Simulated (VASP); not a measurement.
# Hf (P6_3/mmc) in VASP: a series of runs

Hf is run at these levels: PBE; tasks: single point.

Everything below comes from runs of VASP 6.6.1. Logs are shortened: lines on timing, memory, paths and dates and some standing lists are left out, and cuts for length are marked.

## (1) The cell of the first run

Symmetry: P6_3/mmc, No. 194, hexagonal system. Conventional cell: a = 3.317 Å, b = 3.317 Å, c = 4.865 Å, α = 90.00°, β = 90.00°, γ = 120.00°. Hf (site symmetry -6m2) has 12 Hf at 3.10 to 3.32 Å within 4.1 Å.

## (2) Single point, PBE

INCAR reads:

```
ALGO = Normal
EDIFF = 1E-6
ENCUT = 500
GGA = PE
GGA_COMPAT = F
ISIF = 2
ISMEAR = 0
LASPH = T
LCHARG = T
LELF = T
LREAL = F
LVHAR = T
LWAVE = F
NBANDS = 17
NELM = 120
PREC = Accurate
SIGMA = 0.15
```

KPOINTS reads:

```
k-points
0
Gamma
  18 18 10
```

POSCAR reads:

```
Hf
1.0
    3.3170000000      0.0000000000      0.0000000000
   -1.6585000000      2.8726062644      0.0000000000
    0.0000000000      0.0000000000      4.8650000000
Hf
2
Direct
    0.3333333333      0.6666666667      0.2500000000
    0.6666666667      0.3333333333      0.7500000000
```

Potentials or basis: VASP PAW PBE potentials, release 64 (Hf_pv).

Command:

```console
cat potpaw_PBE.64/Hf_pv/POTCAR > POTCAR
mpirun -np 1 vasp_std > vasp.out
```

OUTCAR:

```text
EDIFF = 1E-6
   ENCUT = 500
   GGA = PE
   ISIF = 2
   ISMEAR = 0
   LASPH = T
   LREAL = F
   NELM = 120
   PREC = Accurate

 ion  position               nearest neighbor table
   1  0.333  0.667  0.250-   2 3.10   2 3.10   2 3.10   2 3.10   2 3.10   2 3.10
   2  0.667  0.333  0.750-   1 3.10   1 3.10   1 3.10   1 3.10   1 3.10   1 3.10

  LATTYP: Found a hexagonal cell.
 ALAT       =     3.3170000000
 C/A-ratio  =     1.4666867651

  Lattice vectors:

 A1 = (   3.3170000000,   0.0000000000,   0.0000000000)
 A2 = (  -1.6585000000,   2.8726062644,   0.0000000000)
 A3 = (   0.0000000000,   0.0000000000,   4.8650000000)

Analysis of symmetry for initial positions (statically):
=====================================================================
 Subroutine PRICEL returns:
 Original cell was already a primitive cell.

 Routine SETGRP: Setting up the symmetry group for a
 hexagonal supercell.

 Subroutine GETGRP returns: Found 24 space group operations
 (whereof 12 operations were pure point group operations)
 out of a pool of 24 trial point group operations.

The static configuration has the point symmetry D_3d.
 The point group associated with its full space group is D_6h.

Analysis of symmetry for dynamics (positions and initial velocities):
=====================================================================
 Subroutine PRICEL returns:
 Original cell was already a primitive cell.

 Routine SETGRP: Setting up the symmetry group for a
 hexagonal supercell.

 Subroutine GETGRP returns: Found 24 space group operations
 (whereof 12 operations were pure point group operations)
 out of a pool of 24 trial point group operations.

The dynamic configuration has the point symmetry D_3d.
 The point group associated with its full space group is D_6h.

 Subroutine INISYM returns: Found 24 space group operations
 (whereof 12 operations are pure point group operations),
 and found     1 'primitive' translations

----------------------------------------------------------------------------------------

                                     Primitive cell

  volume of cell :      46.3558

  direct lattice vectors                    reciprocal lattice vectors
     3.317000000  0.000000000  0.000000000     0.301477238  0.174057965  0.000000000
[... 77 lines left out ...]
   PREC   = accura    normal or accurate (medium, high low for compatibility)
   ISTART =      0    job   : 0-new  1-cont  2-samecut
   ICHARG =      2    charge: 1-file 2-atom 10-const
   ISPIN  =      1    spin polarized calculation?
   LNONCOLLINEAR =      F non collinear calculations
   LSORBIT =      F    spin-orbit coupling
   LASPH  =      T    aspherical Exc in radial PAW
   ENCUT  =  500.0 eV  36.75 Ry    6.06 a.u.   6.05  6.05  8.87*2*pi/ulx,y,z
   NELM   =    120;   NELMIN=  2; NELMDL= -5     # of ELM steps
   EDIFF  = 0.1E-05   stopping-criterion for ELM
   LREAL  =      F    real-space projection
   EDIFFG = 0.1E-04   stopping-criterion for IOM
   NSW    =      0    number of steps for IOM
   IBRION =     -1    ionic relax: 0-MD 1-quasi-New 2-CG
   NFREE  =      0    steps in history (QN), initial steepest desc. (CG)
   ISIF   =      2    stress and relaxation
   ISYM   =      2    0-nonsym 1-usesym 2-fastsym
   POTIM  = 0.5000    time-step for ionic-motion
   TEBEG  =    0.0;   TEEND  =   0.0 temperature during run
   PSTRESS=    0.0 pullay stress
   NELECT =      20.0000    total number of electrons
   NUPDOWN=      -1.0000    fix difference up-down
   EMIN   =  10.00;   EMAX   =-10.00  energy-range for DOS
   EFERMI =   0.00;   METHOD = LEGACY
   ISMEAR =     0;   SIGMA  =   0.15  broadening in eV -4-tet -1-fermi 0-gaus
   EFERMI_NEDOS =   21; number of points for ismear=-14 and -15
   IALGO  =     38    algorithm
   IMIX   =      4    mixing-type and parameters
     AMIX     =   0.40;   BMIX     =  1.00
     AMIX_MAG =   1.60;   BMIX_MAG =  1.00
  volume/ion in A,a.u.               =      23.18       156.41
  Fermi-wavevector in a.u.,A,eV,Ry     =   1.237039  2.337665 20.820523  1.530265
  Thomas-Fermi vector in A             =   2.371623
   LORBIT       =      0    0 simple, 1 ext, 2 COOP (PROOUT), +10 PAW based schemes
   GGA     = PE    functional components
   LHFCALC =     F    Hartree Fock is set to
   AEXX    =    0.0000 exact exchange contribution
   IVDW    =     0    specifies the selected vdW correction
   LEPSILON=     F    determine dielectric tensor
   LRPA    =     F    only Hartree local field effects (RPA)
 non-spin polarized calculation
 Gauss-broadening in eV      SIGMA  =   0.15
  energy-cutoff  :      500.00
  volume of cell :       46.36
 maximum number of plane-waves:      1197
   NGX = 13   NGY = 13   NGZ = 17

 number of electron      20.0000002 magnetization

 Free energy of the ion-electron system (eV)
  ---------------------------------------------------
  ext. energy  EPLUGINS =         0.00000000
  ---------------------------------------------------
  free energy    TOTEN  =       -19.78245613 eV

  energy without entropy =      -19.76652250  energy(sigma->0) =      -19.77448931

 E-fermi :   4.6970     XC(G=0): -11.1191

 val. band max:        4.6962512819   @ k =   0.1111   0.0556   0.4000
 cond. band min:       4.6974555132   @ k =   0.3333   0.2222   0.3000
 fundamental gap:      0.0012042313
 Fermi energy:         4.6969662953

 k-point     1 :       0.0000    0.0000    0.0000
  band No.  band energies     occupation
      1     -26.5236      2.00000
      2     -25.8613      2.00000
      3     -25.8613      2.00000
      4     -25.6944      2.00000
      5     -25.6944      2.00000
      6     -25.6352      2.00000
[... 457 lines left out ...]
      4     -26.0102      2.00000
      5     -25.8892      2.00000
      6     -25.7664      2.00000
[... 9 lines left out ...]
     16      10.7436      0.00000
     17      11.0831      0.00000

 [... further k-points ...]
[... 5 lines left out ...]
  --------------------------------------------------------------------------------------
  -------------------------------------------------------------------------------------
  Total       -1.6420265     -1.6420265      0.8124183      0.0000000      0.0000000      0.0000000
  in kB      -56.7526742    -56.7526742     28.0792736      0.0000000      0.0000000      0.0000000
  external PRESSURE =     -28.4753582 kB  Pullay stress =       0.0000000 kB

 VOLUME and BASIS-vectors are now :
 -----------------------------------------------------------------------------
  energy-cutoff  :      500.00
  volume of cell :       46.36
      direct lattice vectors                 reciprocal lattice vectors
     3.317000000  0.000000000  0.000000000     0.301477238  0.174057965  0.000000000
    -1.658500000  2.872606264  0.000000000     0.000000000  0.348115930  0.000000000
     0.000000000  0.000000000  4.865000000     0.000000000  0.000000000  0.205549846

 POSITION                                       TOTAL-FORCE (eV/Angst)
 -----------------------------------------------------------------------------------
     -0.00000      1.91507      1.21625        -0.000000      0.000000      0.000000
      1.65850      0.95754      3.64875         0.000000      0.000000      0.000000
 -----------------------------------------------------------------------------------
    total drift:                                0.000000     -0.000000      0.000000

  FREE ENERGIE OF THE ION-ELECTRON SYSTEM (eV)
  ---------------------------------------------------
  free  energy   TOTEN  =       -19.7824561260 eV

  energy  without entropy=      -19.7665225009  energy(sigma->0) =      -19.77448931
```

stdout:

```text
POSCAR found type information on POSCAR Hf
 POSCAR found :  1 types and       2 ions
 scaLAPACK will be used
 LDA part: xc-table for (Slater+PW92), standard interpolation
 POSCAR, INCAR and KPOINTS ok, starting setup
 FFT: planning ... GRIDC
 FFT: planning ... GRID_SOFT
 FFT: planning ... GRID
 WAVECAR not read
 entering main loop
```

Wall time 64 s (1 thread of Intel Xeon 6975P-C, shared host); peak memory 0.26 GiB.

Results:

- Free energy: -19.7825 eV
- Pressure: -2.8 GPa
- Band gap on the k mesh: zero (band 10 reaches 5.70 eV, above the bottom of band 11 at 4.22 eV)

Caveat: spin-orbit coupling is left out, which moves the levels of the heavy elements.

## (3) Single point, PBE

This run uses another cell than the first one, of 23.44 Å³/atom, 1.011 times its volume.

INCAR reads:

```
ALGO = Normal ; EDIFF = 1E-6
ENCUT = 500 ; GGA = PE
GGA_COMPAT = False ; ISIF = 2
ISMEAR = 0 ; LASPH = True
LCHARG = True ; LELF = True
LREAL = False ; LVHAR = True
LWAVE = False ; NBANDS = 17
NELM = 120 ; PREC = Accurate
SIGMA = 0.15
```

KPOINTS is that of step 2.

POSCAR reads:

```
Hf
1.0
    3.2048170381      0.0000000000      0.0000000000
   -1.6024085190      2.7754529695      0.0000000000
    0.0000000000      0.0000000000      5.2704000000
Hf
2
Direct
    0.3333333333      0.6666666667      0.2500000000
    0.6666666667      0.3333333333      0.7500000000
```

Potentials or basis: VASP PAW PBE potentials, release 64 (Hf_pv).

Command:

```console
cat potpaw_PBE.64/Hf_pv/POTCAR > POTCAR
mpirun -np 1 vasp_std > vasp.out
```

OUTCAR:

```text
EDIFF = 1E-6
   ENCUT = 500
   GGA = PE
   ISIF = 2
   ISMEAR = 0
   LASPH = True
   LREAL = False
   NELM = 120
   PREC = Accurate

 ion  position               nearest neighbor table
   1  0.333  0.667  0.250-   2 3.22   2 3.22   2 3.22   2 3.22   2 3.22   2 3.22
   2  0.667  0.333  0.750-   1 3.22   1 3.22   1 3.22   1 3.22   1 3.22   1 3.22

  LATTYP: Found a hexagonal cell.
 ALAT       =     3.2048170381
 C/A-ratio  =     1.6445244572

  Lattice vectors:

 A1 = (   3.2048170381,   0.0000000000,   0.0000000000)
[... 652 lines left out ...]
      4     -26.0301      2.00000
      5     -25.9559      2.00000
      6     -25.8877      2.00000
[... 9 lines left out ...]
     16      10.2655      0.00000
     17      11.1556      0.00000

 [... further k-points ...]
[... 5 lines left out ...]
  --------------------------------------------------------------------------------------
  -------------------------------------------------------------------------------------
  Total       -0.8304085     -0.8304085     -2.1729689     -0.0000000      0.0000000      0.0000000
  in kB      -28.3806070    -28.3806070    -74.2648677     -0.0000000      0.0000000      0.0000000
  external PRESSURE =     -43.6753606 kB  Pullay stress =       0.0000000 kB

 VOLUME and BASIS-vectors are now :
 -----------------------------------------------------------------------------
  energy-cutoff  :      500.00
  volume of cell :       46.88
      direct lattice vectors                 reciprocal lattice vectors
     3.204817038  0.000000000  0.000000000     0.312030293  0.180150774  0.000000000
    -1.602408519  2.775452969  0.000000000     0.000000000  0.360301548  0.000000000
     0.000000000  0.000000000  5.270400000     0.000000000  0.000000000  0.189738919

 POSITION                                       TOTAL-FORCE (eV/Angst)
 -----------------------------------------------------------------------------------
     -0.00000      1.85030      1.31760        -0.000000     -0.000000      0.000000
      1.60241      0.92515      3.95280         0.000000      0.000000      0.000000
 -----------------------------------------------------------------------------------
    total drift:                               -0.000000      0.000000     -0.000000

  FREE ENERGIE OF THE ION-ELECTRON SYSTEM (eV)
  ---------------------------------------------------
  free  energy   TOTEN  =       -19.8124994239 eV

  energy  without entropy=      -19.7943085662  energy(sigma->0) =      -19.80340400
```

OSZICAR:

```text
N       E                     dE             d eps       ncg     rms          rms(c)
DAV:   1     0.488779407153E+02    0.48878E+02   -0.11162E+04  7588   0.108E+03
DAV:   2    -0.186763576682E+02   -0.67554E+02   -0.65879E+02  9738   0.242E+02
DAV:   3    -0.205632582222E+02   -0.18869E+01   -0.18694E+01  9855   0.268E+01
DAV:   4    -0.205794009880E+02   -0.16143E-01   -0.16132E-01  9613   0.301E+00
DAV:   5    -0.205795784086E+02   -0.17742E-03   -0.17739E-03 10031   0.276E-01    0.628E+01
DAV:   6    -0.200156864257E+02    0.56389E+00   -0.54735E-01  8924   0.468E+00    0.372E+01
DAV:   7    -0.198243308570E+02    0.19136E+00   -0.92145E-01  9115   0.580E+00    0.182E+00
DAV:   8    -0.198123981236E+02    0.11933E-01   -0.60658E-02  8912   0.157E+00    0.482E-01
DAV:   9    -0.198125133400E+02   -0.11522E-03   -0.12995E-03 10400   0.259E-01    0.196E-01
DAV:  10    -0.198124946774E+02    0.18663E-04   -0.56088E-05  9010   0.498E-02    0.184E-01
DAV:  11    -0.198124993850E+02   -0.47075E-05   -0.54370E-06 10049   0.175E-02    0.933E-03
DAV:  12    -0.198124994239E+02   -0.38889E-07   -0.37442E-07  5258   0.414E-03
   1 F= -.19812499E+02 E0= -.19803404E+02  d E =-.181909E-01
```

Wall time 71 s (1 thread of Intel Xeon 6975P-C, shared host); peak memory 0.27 GiB.

What came out:

```
Free energy            : -19.8125 eV
Pressure               : -4.4 GPa
Band gap on the k mesh : zero (band 10 reaches 5.67 eV, above the bottom of band 11 at 4.16 eV)
```

Caveat: spin-orbit coupling is left out, which moves the levels of the heavy elements.
